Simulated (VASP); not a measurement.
A run of VASP 6.6.1 is set up as follows.

Contents of POSCAR:

```
CaSe
1.0
    3.4534091514      0.0000000000      0.0000000000
    0.0000000000      3.6347849189      0.0000000000
    0.0000000000      0.0000000000      3.6347849189
Ca Se
1 1
Direct
    0.0000000000      0.0000000000      0.0000000000
    0.5000000000      0.5000000000      0.5000000000
```

The input INCAR.step1:

```
SYSTEM = CaSe
PREC = Accurate
ENCUT = 520
EDIFF = 1E-5
ISMEAR = 0
SIGMA = 0.01
LREAL = .False.
LASPH = .True.
NELM = 100
ALGO = Normal
ISIF = 2
LWAVE = .True.
LCHARG = .False.
GGA = PE
NBANDS = 15
KPAR = 4
```

INCAR.step2

```
SYSTEM = CaSe
PREC = Accurate
ENCUT = 520
EDIFF = 1E-6
ISMEAR = 0
SIGMA = 0.01
LREAL = .False.
LASPH = .True.
NELM = 100
ALGO = Normal
ISIF = 2
LWAVE = .False.
LCHARG = .False.
GGA = PE
LHFCALC = .True.
HFSCREEN = 0.2079
PRECFOCK = Normal
ISTART = 1
NBANDS = 15
KPAR = 4
```

KPOINTS

```
regular mesh
0
Gamma
  6 6 6
  0 0 0
```

Potentials or basis: VASP PAW PBE potentials, release 64 (Ca_sv, Se).

Command:

```sh
$ cat potpaw_PBE.64/Ca_sv/POTCAR potpaw_PBE.64/Se/POTCAR > POTCAR
$ cp INCAR.step1 INCAR
$ mpirun -np 4 vasp_std > vasp.out
$ cp INCAR.step2 INCAR
$ mpirun -np 4 vasp_std > vasp.out
```

Problem. Estimate the band gap on the k mesh.

Solution. 0.92 eV.

Problem. Predict the pressure.

Solution. 3.4 GPa.

Stress tensor (GPa, compression positive):
```
9.67 0.00 0.00
0.00 0.21 0.00
0.00 0.00 0.21
```

Caveat: the cell differs from its parent crystal (uniaxial x strain -5.0%); the cell stands under pressure; the PAW data sets were made with another functional, which shifts forces and pressure a little. A k mesh can miss the band edges.
